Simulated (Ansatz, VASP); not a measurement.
## BaAgGe: VASP beside Ansatz

```xyz
6
Lattice="4.7101 0.0000 0.0000 0.0000 4.7101 0.0000 0.0000 0.0000 8.2898" Properties=species:S:1:pos:R:3 pbc="T T T"
Ag    0.0000    0.0000    0.0000
Ag    2.3551    2.3551    0.0000
Ba    2.3551    0.0000    5.5376
Ba    0.0000    2.3551    2.7522
Ge    2.3551    0.0000    1.5792
Ge    0.0000    2.3551    6.7106
```

Alike in both runs: task single point; functional PBE; k mesh 7 × 7 × 4; no spin polarisation.

|  | VASP | Ansatz |
| --- | --- | --- |
| version | VASP 6.6.1 | Ansatz 0.2.0 |
| potentials or method | VASP PAW PBE potentials, release 64 (Ag, Ba_sv, Ge_d), cutoff 520 eV | PAW plane waves |
| occupations | fermi-dirac, width 0.1 eV | fermi-dirac |
| valence electrons in the cell | 70 | 86 |

```csv
,VASP,Ansatz,Ansatz less VASP
pressure (GPa),-2.7,-3.0,-0.22
"traceless stress, the component that is largest in VASP (GPa)",-0.88,-0.86,+0.024
rms of the force components (eV/Å),0.218,0.226,+0.0077
```

Atom by atom the forces differ by 0.012 eV/Å (rms over components). VASP's potentials hold 70 valence electrons a cell and Ansatz's 86, so a difference there can come from the potentials and not from the codes.

Spin-orbit coupling is off throughout.
